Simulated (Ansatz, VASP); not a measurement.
# One calculation of Ta2Ru, two programs

The input INCAR:

```
PREC = Accurate
ENCUT = 500
EDIFF = 1E-6
ISMEAR = 0
SIGMA = 0.1
LREAL = False
LASPH = True
NELM = 120
ALGO = Normal
ISIF = 2
LWAVE = False
LCHARG = False
GGA = PE
NBANDS = 45
GGA_COMPAT = False
```

KPOINTS

```
Automatic mesh
0
Gamma
  6 6 4
```

Contents of POSCAR:

```
Ta2Ru
1.0
    4.2542013500     -2.4561642900      0.0000000000
    4.2542013500      2.4561642900      0.0000000000
    0.0000000000      0.0000000000      4.4873147600
Ta Ru
4 2
Direct
    0.0000000000      0.3333333300      0.2500000000
    0.6666666700      0.0000000000      0.2500000000
    0.3333333300      0.0000000000      0.7500000000
    0.0000000000      0.6666666700      0.7500000000
    0.3333333300      0.6666666700      0.2500000000
    0.6666666700      0.3333333300      0.7500000000
```

Input for Ansatz:

```yaml
crystal:
  lattice:
    - [4.25420135, -2.45616429, 0.0]
    - [4.25420135, 2.45616429, 0.0]
    - [0.0, 0.0, 4.48731476]
  atoms:
    - { symbol: Ta, position: [0.0, 0.33333333, 0.25] }
    - { symbol: Ta, position: [0.66666667, 0.0, 0.25] }
    - { symbol: Ta, position: [0.33333333, 0.0, 0.75] }
    - { symbol: Ta, position: [0.0, 0.66666667, 0.75] }
    - { symbol: Ru, position: [0.33333333, 0.66666667, 0.25] }
    - { symbol: Ru, position: [0.66666667, 0.33333333, 0.75] }
basis:
  ecutwfc: 420
kpoints:
  mp_grid: { grid: [6, 6, 4] }
hamiltonian:
  xc: pbe
scf:
  occupations: { method: gaussian, width: 0.1 }
  lower_state_search: "off"
output:
  forces: true
  stress: true
  eigenvalues: true
```

Alike in both runs: task single point; functional PBE; k mesh 6 × 6 × 4; occupations gaussian, width 0.1 eV; no spin polarisation.

|  | VASP | Ansatz |
| --- | --- | --- |
| version | VASP 6.6.1 | Ansatz 0.2.0 |
| potentials or method | VASP PAW PBE potentials, release 64 (Ta_pv, Ru_pv), cutoff 500 eV | scalar-relativistic, plane waves, PAW |
| valence electrons in the cell | 72 | 84 |

|  | VASP | Ansatz | Ansatz less VASP |
| --- | --- | --- | --- |
| gap on the k mesh at the Fermi level (eV) | none | none | - |
| pressure (GPa) | 21.1 | 20.8 | -0.28 |
| traceless stress, the component that is largest in VASP (GPa) | 10.56 | 10.54 | -0.021 |
| rms of the force components (eV/Å) | 0.610 | 0.611 | +0.0015 |

Atom by atom the forces differ by 0.002 eV/Å (rms over components). A gap of «none» marks a metal or a gap that the smearing closes. VASP's potentials hold 72 valence electrons a cell and Ansatz's 84, so a difference there can come from the potentials and not from the codes.

Neither program's run includes spin-orbit coupling.
